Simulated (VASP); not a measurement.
# Te (C2/m) in VASP: further runs

The runs below take Te through single point, with PBE.

Everything below comes from runs of VASP 6.6.1. Logs are shortened: lines on timing, memory, paths and dates and some standing lists are left out, and cuts for length are marked.

### Step 1. The cell of the first run

Symmetry: C2/m, No. 12, monoclinic system. Conventional cell: a = 8.411 Å, b = 4.711 Å, c = 3.933 Å, α = 90.00°, β = 91.89°, γ = 90.00°. Within 4.0 Å of Te (site symmetry m) lie 14 Te at 2.97 to 3.97 Å. Within 4.0 Å of Te (site symmetry 2/m) lie 14 Te at 2.97 to 3.93 Å.

### Step 2. Single point, PBE (25.96 Å³/atom)

File INCAR:

```
SYSTEM = Te
PREC = Accurate ; ENCUT = 520
EDIFF = 1E-6 ; ISMEAR = -1
SIGMA = 0.05 ; LREAL = .False.
LASPH = .True. ; NELM = 100
ALGO = Normal ; ISIF = 2
LWAVE = .False. ; LCHARG = .False.
GGA = PE ; NBANDS = 16
```

File KPOINTS:

```
Automatic mesh
0
Gamma
  8 8 8
  0 0 0
```

File POSCAR:

```
Te
1.0
    4.2056823652     -2.3552854265      0.0000000000
    4.2056823652      2.3552854265      0.0000000000
   -0.1295744703      0.0000000000      3.9307898038
Te
3
Direct
    0.6760000000      0.6760000000      0.6750000000
    0.3240000000      0.3240000000      0.3250000000
    0.0000000000      0.0000000000      0.0000000000
```

Potentials or basis: VASP PAW PBE potentials, release 64 (Te).

Command:

```bash
$ cat potpaw_PBE.64/Te/POTCAR > POTCAR
$ mpirun -np 1 vasp_std > vasp.out
```

OUTCAR:

```text
SYSTEM = Te
   PREC = Accurate
   ENCUT = 520
   EDIFF = 1E-6
   ISMEAR = -1
   LREAL = .False.
   LASPH = .True.
   NELM = 100
   ISIF = 2
   GGA = PE

 ion  position               nearest neighbor table
   1  0.676  0.676  0.675-   3 2.97   2 3.02   2 3.02   3 3.08   3 3.08   2 3.22   2 3.66   2 3.66

   2  0.324  0.324  0.325-   3 2.97   1 3.02   1 3.02   3 3.08   3 3.08   1 3.22   1 3.66   1 3.66

   3  0.000  0.000  0.000-   1 2.97   2 2.97   1 3.08   1 3.08   2 3.08   2 3.08

  LATTYP: Found a base centered monoclinic cell.
 ALAT       =     8.4113647304
 B/A-ratio  =     0.5600245625
 C/A-ratio  =     0.4675727418
 COS(beta)  =    -0.0329460833

  Lattice vectors:

 A1 = (   4.2056823652,  -2.3552854265,   0.0000000000)
 A2 = (   4.2056823652,   2.3552854265,   0.0000000000)
 A3 = (  -0.1295744703,   0.0000000000,   3.9307898038)

Analysis of symmetry for initial positions (statically):
=====================================================================
 Subroutine PRICEL returns:
 Original cell was already a primitive cell.

 Routine SETGRP: Setting up the symmetry group for a
 base centered monoclinic supercell.

 Subroutine GETGRP returns: Found  4 space group operations
 (whereof  4 operations were pure point group operations)
 out of a pool of  4 trial point group operations.

The static configuration has the point symmetry C_2h.

Analysis of symmetry for dynamics (positions and initial velocities):
=====================================================================
 Subroutine PRICEL returns:
 Original cell was already a primitive cell.

 Routine SETGRP: Setting up the symmetry group for a
 base centered monoclinic supercell.

 Subroutine GETGRP returns: Found  4 space group operations
 (whereof  4 operations were pure point group operations)
 out of a pool of  4 trial point group operations.

The dynamic configuration has the point symmetry C_2h.

 Subroutine INISYM returns: Found  4 space group operations
 (whereof  4 operations are pure point group operations),
 and found     1 'primitive' translations

----------------------------------------------------------------------------------------

                                     Primitive cell

  volume of cell :      77.8735

[... 82 lines left out ...]
   ISTART =      0    job   : 0-new  1-cont  2-samecut
   ICHARG =      2    charge: 1-file 2-atom 10-const
   ISPIN  =      1    spin polarized calculation?
   LNONCOLLINEAR =      F non collinear calculations
   LSORBIT =      F    spin-orbit coupling
   LASPH  =      T    aspherical Exc in radial PAW
   ENCUT  =  520.0 eV  38.22 Ry    6.18 a.u.   8.96  8.96  7.31*2*pi/ulx,y,z
   NELM   =    100;   NELMIN=  2; NELMDL= -5     # of ELM steps
   EDIFF  = 0.1E-05   stopping-criterion for ELM
   LREAL  =      F    real-space projection
   EDIFFG = 0.1E-04   stopping-criterion for IOM
   NSW    =      0    number of steps for IOM
   IBRION =     -1    ionic relax: 0-MD 1-quasi-New 2-CG
   NFREE  =      0    steps in history (QN), initial steepest desc. (CG)
   ISIF   =      2    stress and relaxation
   ISYM   =      2    0-nonsym 1-usesym 2-fastsym
   POTIM  = 0.5000    time-step for ionic-motion
   TEBEG  =    0.0;   TEEND  =   0.0 temperature during run
   PSTRESS=    0.0 pullay stress
   NELECT =      18.0000    total number of electrons
   NUPDOWN=      -1.0000    fix difference up-down
   EMIN   =  10.00;   EMAX   =-10.00  energy-range for DOS
   EFERMI =   0.00;   METHOD = LEGACY
   ISMEAR =    -1;   SIGMA  =   0.05  broadening in eV -4-tet -1-fermi 0-gaus
   EFERMI_NEDOS =   21; number of points for ismear=-14 and -15
   IALGO  =     38    algorithm
   IMIX   =      4    mixing-type and parameters
     AMIX     =   0.40;   BMIX     =  1.00
     AMIX_MAG =   1.60;   BMIX_MAG =  1.00
  volume/ion in A,a.u.               =      25.96       175.17
  Fermi-wavevector in a.u.,A,eV,Ry     =   1.004698  1.898605 13.733978  1.009419
  Thomas-Fermi vector in A             =   2.137331
   LORBIT       =      0    0 simple, 1 ext, 2 COOP (PROOUT), +10 PAW based schemes
   GGA     = PE    functional components
   LHFCALC =     F    Hartree Fock is set to
   AEXX    =    0.0000 exact exchange contribution
   IVDW    =     0    specifies the selected vdW correction
   LEPSILON=     F    determine dielectric tensor
   LRPA    =     F    only Hartree local field effects (RPA)
 non-spin polarized calculation
  energy-cutoff  :      520.00
  volume of cell :       77.87
 maximum number of plane-waves:      2117
   NGX = 17   NGY = 17   NGZ = 15

 number of electron      18.0000001 magnetization

 Free energy of the ion-electron system (eV)
  ---------------------------------------------------
  ext. energy  EPLUGINS =         0.00000000
  ---------------------------------------------------
  free energy    TOTEN  =        -8.64264996 eV

  energy without entropy =       -8.62816989  energy(sigma->0) =       -8.63540993

 E-fermi :   9.3322     XC(G=0): -10.4216

 val. band max:        9.3188653880   @ k =  -0.2500   0.2500   0.1250
 cond. band min:       9.3343075771   @ k =   0.3750   0.0000   0.1250
 fundamental gap:      0.0154421891
 Fermi energy:         9.3322355176

 k-point     1 :       0.0000    0.0000    0.0000
  band No.  band energies     occupation
      1      -5.6852      2.00000
      2      -0.2603      2.00000
      3      -0.2153      2.00000
      4       4.4838      2.00000
      5       4.7588      2.00000
      6       5.2859      2.00000
[... 433 lines left out ...]
      3      -0.4179      2.00000
      4       3.3911      2.00000
      5       3.7680      2.00000
      6       6.7980      2.00000
[... 8 lines left out ...]
     15      16.5584      0.00000
     16      17.3673      0.00000

 [... further k-points ...]
[... 5 lines left out ...]
  --------------------------------------------------------------------------------------
  -------------------------------------------------------------------------------------
  Total        5.5021381      5.5575523      5.4312331      0.0000000      0.0000000      0.5010268
  in kB      113.2015140    114.3416108    111.7427086      0.0000000      0.0000000     10.3081741
  external PRESSURE =     113.0952778 kB  Pullay stress =       0.0000000 kB

 VOLUME and BASIS-vectors are now :
 -----------------------------------------------------------------------------
  energy-cutoff  :      520.00
  volume of cell :       77.87
      direct lattice vectors                 reciprocal lattice vectors
     4.205682365 -2.355285427  0.000000000     0.118886772 -0.212288496  0.003918981
     4.205682365  2.355285427  0.000000000     0.118886772  0.212288496  0.003918981
    -0.129574470  0.000000000  3.930789804     0.000000000  0.000000000  0.254401800

 POSITION                                       TOTAL-FORCE (eV/Angst)
 -----------------------------------------------------------------------------------
      5.59862      0.00000      2.65328        -0.518760      0.000000     -0.218300
      2.68317      0.00000      1.27751         0.518760      0.000000      0.218300
      0.00000      0.00000      0.00000         0.000000      0.000000      0.000000
 -----------------------------------------------------------------------------------
    total drift:                               -0.000000      0.000000      0.000000

  FREE ENERGIE OF THE ION-ELECTRON SYSTEM (eV)
  ---------------------------------------------------
  free  energy   TOTEN  =        -8.6426499648 eV

  energy  without entropy=       -8.6281698931  energy(sigma->0) =       -8.63540993
```

OSZICAR:

```text
N       E                     dE             d eps       ncg     rms          rms(c)
DAV:   1     0.682383476123E+02    0.68238E+02   -0.66943E+03  4800   0.914E+02
DAV:   2    -0.508361507702E+01   -0.73322E+02   -0.70040E+02  6464   0.144E+02
DAV:   3    -0.859661131748E+01   -0.35130E+01   -0.34833E+01  5944   0.332E+01
DAV:   4    -0.863701260907E+01   -0.40401E-01   -0.40395E-01  6448   0.440E+00
DAV:   5    -0.863788656297E+01   -0.87395E-03   -0.87395E-03  6224   0.643E-01    0.156E+01
DAV:   6    -0.864009146737E+01   -0.22049E-02   -0.34593E-03  6504   0.379E-01    0.954E+00
DAV:   7    -0.864267290363E+01   -0.25814E-02   -0.64574E-03  6096   0.525E-01    0.149E-01
DAV:   8    -0.864265209586E+01    0.20808E-04   -0.36041E-04  6136   0.112E-01    0.921E-02
DAV:   9    -0.864265327113E+01   -0.11753E-05   -0.37845E-05  6624   0.372E-02    0.289E-02
DAV:  10    -0.864265069598E+01    0.25752E-05   -0.30627E-06  6056   0.103E-02    0.847E-03
DAV:  11    -0.864264996477E+01    0.73120E-06   -0.31136E-07  3800   0.385E-03
   1 F= -.86426500E+01 E0= -.86354099E+01  d E =-.144801E-01
```

Wall time 2.5 min (1 thread of Intel Xeon Platinum 8375C at 2.90GHz (Ice Lake), shared host); peak memory 0.28 GiB.

What came out:

```yaml
Free_energy: -8.6426 eV
Pressure: 11.3 GPa
Largest_force: 0.563 eV/Å
Band_gap_on_the_k_mesh: zero (bands 9 and 10 overlap by 3.60 eV)
```

Forces on the atoms (eV/Å):
```
Te  -0.519  0.000 -0.218
Te   0.519  0.000  0.218
Te   0.000  0.000  0.000
```

Stress tensor (GPa, compression positive):
```
11.32  0.00  1.03
 0.00 11.43  0.00
 1.03  0.00 11.17
```

Levels at points of the mesh, in eV from the Fermi level:
```
           k point  band 6  band 7  band 8  band 9  band 10  band 11  band 12  band 13
(0.00, 0.00, 0.00)   -4.05   -4.03   -2.26   -1.95     1.60     3.02     3.37     5.73
(0.50, 0.00, 0.00)   -2.75   -2.68    0.14    0.22     0.47     0.90     2.81     3.73
(0.50, 0.50, 0.00)   -2.80   -2.34    0.44    0.54     0.65     0.77     2.40     3.40
(0.00, 0.00, 0.50)   -2.81   -2.73   -1.95   -1.91    -1.87    -1.69    -1.11     2.64
(0.50, 0.00, 0.50)   -4.50   -4.01   -3.83    1.73     1.92     1.98     3.26     6.73
(0.50, 0.50, 0.50)   -4.09   -4.01   -3.85    1.57     1.78     2.32     2.72     6.62
```

Caveat: the cell stands under pressure; spin-orbit coupling is left out, which moves the levels of the heavy elements.

### Step 3. Single point, PBE (26.75 Å³/atom)

This run uses another cell than the first one, of 26.75 Å³/atom.

File INCAR:

```
ALGO = Normal
EDIFF = 1E-7
ENCUT = 520
GGA = PE
ISIF = 2
ISMEAR = -1
LASPH = True
LCHARG = False
LREAL = False
LWAVE = False
NBANDS = 16
NELM = 100
PREC = Accurate
SIGMA = 0.05
```

File KPOINTS:

```
k-points
0
Gamma
  8 8 8
```

File POSCAR:

```
Te
1.0
    4.2481668808     -2.3790777987      0.0000000000
    4.2481668808      2.3790777987      0.0000000000
   -0.1308833919      0.0000000000      3.9704974388
Te
3
Direct
    0.6760000000      0.6760000000      0.6750000000
    0.3240000000      0.3240000000      0.3250000000
    0.0000000000      0.0000000000      0.0000000000
```

Potentials or basis: VASP PAW PBE potentials, release 64 (Te).

Command:

```bash
$ cat potpaw_PBE.64/Te/POTCAR > POTCAR
$ mpirun -np 1 vasp_std > vasp.out
```

OUTCAR:

```text
EDIFF = 1E-7
   ENCUT = 520
   GGA = PE
   ISIF = 2
   ISMEAR = -1
   LASPH = True
   LREAL = False
   NELM = 100
   PREC = Accurate

 ion  position               nearest neighbor table
   1  0.676  0.676  0.675-   3 3.00   2 3.05   2 3.05   3 3.11   3 3.11   2 3.26
   2  0.324  0.324  0.325-   3 3.00   1 3.05   1 3.05   3 3.11   3 3.11   1 3.26
   3  0.000  0.000  0.000-   1 3.00   2 3.00   1 3.11   1 3.11   2 3.11   2 3.11

  LATTYP: Found a base centered monoclinic cell.
 ALAT       =     8.4963337616
 B/A-ratio  =     0.5600245625
 C/A-ratio  =     0.4675727418
 COS(beta)  =    -0.0329460833

  Lattice vectors:

 A1 = (   4.2481668808,  -2.3790777987,   0.0000000000)
 A2 = (   4.2481668808,   2.3790777987,   0.0000000000)
 A3 = (  -0.1308833919,   0.0000000000,   3.9704974388)

Analysis of symmetry for initial positions (statically):
=====================================================================
 Subroutine PRICEL returns:
 Original cell was already a primitive cell.

 Routine SETGRP: Setting up the symmetry group for a
 base centered monoclinic supercell.

 Subroutine GETGRP returns: Found  4 space group operations
 (whereof  4 operations were pure point group operations)
 out of a pool of  4 trial point group operations.

The static configuration has the point symmetry C_2h.

Analysis of symmetry for dynamics (positions and initial velocities):
=====================================================================
 Subroutine PRICEL returns:
 Original cell was already a primitive cell.

 Routine SETGRP: Setting up the symmetry group for a
 base centered monoclinic supercell.

 Subroutine GETGRP returns: Found  4 space group operations
 (whereof  4 operations were pure point group operations)
 out of a pool of  4 trial point group operations.

The dynamic configuration has the point symmetry C_2h.

 Subroutine INISYM returns: Found  4 space group operations
 (whereof  4 operations are pure point group operations),
[... 110 lines left out ...]
   NUPDOWN=      -1.0000    fix difference up-down
   EMIN   =  10.00;   EMAX   =-10.00  energy-range for DOS
   EFERMI =   0.00;   METHOD = LEGACY
   ISMEAR =    -1;   SIGMA  =   0.05  broadening in eV -4-tet -1-fermi 0-gaus
   EFERMI_NEDOS =   21; number of points for ismear=-14 and -15
   IALGO  =     38    algorithm
   IMIX   =      4    mixing-type and parameters
     AMIX     =   0.40;   BMIX     =  1.00
     AMIX_MAG =   1.60;   BMIX_MAG =  1.00
  volume/ion in A,a.u.               =      26.75       180.53
  Fermi-wavevector in a.u.,A,eV,Ry     =   0.994651  1.879617 13.460654  0.989330
  Thomas-Fermi vector in A             =   2.126617
   LORBIT       =      0    0 simple, 1 ext, 2 COOP (PROOUT), +10 PAW based schemes
   GGA     = PE    functional components
   LHFCALC =     F    Hartree Fock is set to
   AEXX    =    0.0000 exact exchange contribution
   IVDW    =     0    specifies the selected vdW correction
   LEPSILON=     F    determine dielectric tensor
   LRPA    =     F    only Hartree local field effects (RPA)
 non-spin polarized calculation
  energy-cutoff  :      520.00
  volume of cell :       80.26
 maximum number of plane-waves:      2179
   NGX = 19   NGY = 19   NGZ = 15

 number of electron      18.0000000 magnetization

 Free energy of the ion-electron system (eV)
  ---------------------------------------------------
  ext. energy  EPLUGINS =         0.00000000
  ---------------------------------------------------
  free energy    TOTEN  =        -8.78900118 eV

  energy without entropy =       -8.77443145  energy(sigma->0) =       -8.78171631

 E-fermi :   8.8680     XC(G=0): -10.2837

 val. band max:        8.8618265495   @ k =  -0.2500   0.5000   0.1250
 cond. band min:       8.8788137668   @ k =  -0.1250   0.0000   0.1250
 fundamental gap:      0.0169872174
 Fermi energy:         8.8680279803

 k-point     1 :       0.0000    0.0000    0.0000
  band No.  band energies     occupation
      1      -5.8662      2.00000
      2      -0.7181      2.00000
      3      -0.6739      2.00000
      4       4.1986      2.00000
      5       4.4674      2.00000
      6       4.9824      2.00000
[... 433 lines left out ...]
      3      -0.8556      2.00000
      4       3.1377      2.00000
      5       3.4975      2.00000
      6       6.4208      2.00000
[... 8 lines left out ...]
     15      16.1241      0.00000
     16      16.8976      0.00000

 [... further k-points ...]
[... 5 lines left out ...]
  --------------------------------------------------------------------------------------
  -------------------------------------------------------------------------------------
  Total        4.0183662      4.0717301      4.5847687      0.0000000      0.0000000      0.5012451
  in kB       80.2185783     81.2838811     91.5256622      0.0000000      0.0000000     10.0063486
  external PRESSURE =      84.3427072 kB  Pullay stress =       0.0000000 kB

 VOLUME and BASIS-vectors are now :
 -----------------------------------------------------------------------------
  energy-cutoff  :      520.00
  volume of cell :       80.26
      direct lattice vectors                 reciprocal lattice vectors
     4.248166881 -2.379077799  0.000000000     0.117697825 -0.210165468  0.003879789
     4.248166881  2.379077799  0.000000000     0.117697825  0.210165468  0.003879789
    -0.130883392  0.000000000  3.970497439     0.000000000  0.000000000  0.251857611

 POSITION                                       TOTAL-FORCE (eV/Angst)
 -----------------------------------------------------------------------------------
      5.65518      0.00000      2.68009        -0.432129      0.000000     -0.202721
      2.71028      0.00000      1.29041         0.432129      0.000000      0.202721
      0.00000      0.00000      0.00000         0.000000      0.000000      0.000000
 -----------------------------------------------------------------------------------
    total drift:                               -0.000000      0.000000      0.000000

  FREE ENERGIE OF THE ION-ELECTRON SYSTEM (eV)
  ---------------------------------------------------
  free  energy   TOTEN  =        -8.7890011829 eV

  energy  without entropy=       -8.7744314467  energy(sigma->0) =       -8.78171631
```

Run time: 3.6 min. Hardware: 1 thread of Intel Xeon Platinum 8375C at 2.90GHz (Ice Lake), shared host; peak memory 0.28 GiB.

What came out:

| Property | Result |
| --- | --- |
| Free energy | -8.7890 eV |
| Pressure | 8.4 GPa |
| Largest force | 0.477 eV/Å |
| Band gap on the k mesh | zero (bands 9 and 10 overlap by 3.41 eV) |

Forces in eV/Å, atoms in the order of the input:
```
Te  -0.432  0.000 -0.203
Te   0.432  0.000  0.203
Te   0.000  0.000  0.000
```

Levels at points of the mesh, in eV from the Fermi level:
| k point | band 7 | band 8 | band 9 | band 10 | band 11 | band 12 |
| --- | --- | --- | --- | --- | --- | --- |
| (0.00, 0.00, 0.00) | -3.87 | -2.16 | -1.85 | 1.52 | 2.92 | 3.26 |
| (0.50, 0.00, 0.00) | -2.59 | 0.12 | 0.18 | 0.45 | 0.88 | 2.92 |
| (0.50, 0.50, 0.00) | -2.30 | 0.43 | 0.50 | 0.60 | 0.76 | 2.53 |
| (0.00, 0.00, 0.50) | -2.65 | -1.86 | -1.81 | -1.77 | -1.59 | -1.02 |
| (0.50, 0.00, 0.50) | -3.86 | -3.68 | 1.63 | 1.85 | 1.87 | 3.17 |
| (0.50, 0.50, 0.50) | -3.89 | -3.71 | 1.52 | 1.67 | 2.20 | 2.64 |

Caveat: the cell stands under pressure; spin-orbit coupling is left out, which moves the levels of the heavy elements.

(Part 1 of 2 ends here.)
